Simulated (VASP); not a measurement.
Set up this calculation in VASP 6.6.1, as the native input.

```yaml
Task: relaxation of cell and atoms
Functional: PBE0
Potentials_or_basis: VASP PAW PBE potentials, release 64 (S, Be)
Cutoff: 600 eV
k_mesh: 5 × 5 × 5
Occupations: fermi-dirac, width 0.05 eV
Spin: no spin polarisation
Dipole_correction: no
Grid_for_exact_exchange_PRECFOCK: Normal
Further_INCAR_settings: ALGO = Normal; EDIFF = 1e-06; IBRION = 2; EDIFFG = -0.01; NSW = 60; ISIF = 3
```

BeS:

```xyz
2
Lattice="0.0000 2.4250 2.4250 2.4250 0.0000 2.4250 2.4250 2.4250 0.0000" Properties=species:S:1:pos:R:3 pbc="T T T"
S     3.6375    3.6375    3.6375
Be    0.0000    0.0000    0.0000
```

These files were run (other wordings do the same):

POSCAR

```
BeS
1.0
    0.0000000000      2.4250000000      2.4250000000
    2.4250000000      0.0000000000      2.4250000000
    2.4250000000      2.4250000000      0.0000000000
S Be
1 1
Direct
    0.7500000000      0.7500000000      0.7500000000
    0.0000000000      0.0000000000      0.0000000000
```

INCAR.step1

```
SYSTEM = BeS
PREC = Accurate ; ENCUT = 600
EDIFF = 1E-5 ; ISMEAR = -1
SIGMA = 0.05 ; LREAL = .False.
LASPH = .True. ; NELM = 80
ALGO = Normal ; LWAVE = .True.
LCHARG = .False. ; GGA = PE
NBANDS = 11
```

INCAR.step2

```
SYSTEM = BeS
PREC = Accurate ; ENCUT = 600
EDIFF = 1E-6 ; ISMEAR = -1
SIGMA = 0.05 ; LREAL = .False.
LASPH = .True. ; NELM = 80
ALGO = Normal ; ISIF = 3
LWAVE = .False. ; LCHARG = .False.
GGA = PE ; LHFCALC = .True.
AEXX = 0.25 ; PRECFOCK = Normal
IBRION = 2 ; NSW = 60
EDIFFG = -0.01 ; ISTART = 1
```

KPOINTS

```
Automatic mesh
0
Gamma
  5 5 5
  0 0 0
```

Potentials or basis: VASP PAW PBE potentials, release 64 (S, Be).

Run with:

```bash
$ cat potpaw_PBE.64/S/POTCAR potpaw_PBE.64/Be/POTCAR > POTCAR
$ cp INCAR.step1 INCAR
$ mpirun -np 1 vasp_std > vasp.out
$ cp INCAR.step2 INCAR
$ mpirun -np 1 vasp_std > vasp.out
```

Results of the run:

```json
{
  "Relaxed volume": "14.29 Å³/atom",
  "Relaxed cell": "a = 3.431 Å, b = 3.431 Å, c = 3.431 Å, α = 60.00°, β = 60.00°, γ = 60.00°",
  "Space group after relaxing (to 0.05 Å)": "F-43m (No. 216)",
  "Energy gained by relaxing": "0.0 meV/atom",
  "Ionic steps": "2",
  "Pressure after relaxing": "0.0 GPa",
  "Band gap on the k mesh": "5.11 eV, indirect (least direct gap 7.63 eV)"
}
```

Caveat: the k points lie up to 0.45 Å⁻¹ apart in the final cell; the PAW data sets were made with another functional, which shifts forces and pressure a little.

It took 4.1 min on 1 thread of Intel(R) Xeon(R) Platinum 8259CL CPU @ 2.50GHz (Skylake/Cascade Lake) (shared host), peak memory 0.16 GiB.
